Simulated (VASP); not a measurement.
Here is a VASP 6.6.1 calculation.

Contents of INCAR:

```
PREC = Accurate
ENCUT = 520
EDIFF = 1E-6
ISMEAR = 1
SIGMA = 0.2
LREAL = False
LASPH = True
NELM = 100
ALGO = Normal
ISIF = 2
LWAVE = False
LCHARG = False
GGA = PS
NBANDS = 35
```

The input KPOINTS:

```
Automatic mesh
0
Gamma
  12 12 4
```

File POSCAR:

```
MoS2
1.0
    3.4001948712      0.0000000000      0.0000000000
   -1.7000974356      2.9446551363      0.0000000000
    0.0000000000      0.0000000000     11.7616140790
Mo S
2 4
Direct
    0.3333333333      0.6666666667      0.2500000000
    0.6666666667      0.3333333333      0.7500000000
    0.3333333333      0.6666666667      0.6259932117
    0.6666666667      0.3333333333      0.1259932117
    0.3333333333      0.6666666667      0.8740067883
    0.6666666667      0.3333333333      0.3740067883
```

Potentials or basis: VASP PAW PBE potentials, release 64 (Mo_sv, S).

Command:

```sh
$ cat potpaw_PBE.64/Mo_sv/POTCAR potpaw_PBE.64/S/POTCAR > POTCAR
$ mpirun -np 1 vasp_std > vasp.out
```

Estimate the largest force.

0.311 eV/Å.

Predict the pressure.

-10.0 GPa.

Stress tensor (GPa, compression positive):
```
-16.59   0.00   0.00
  0.00 -16.59   0.00
  0.00   0.00   3.30
```

Caveat: the stress differs along the axes, from -17 to 3 GPa; the PAW data sets were made with another functional, which shifts forces and pressure a little; this functional lacks dispersion, which binds layers or chains, so the pressure and a relaxed spacing across them are unreliable.
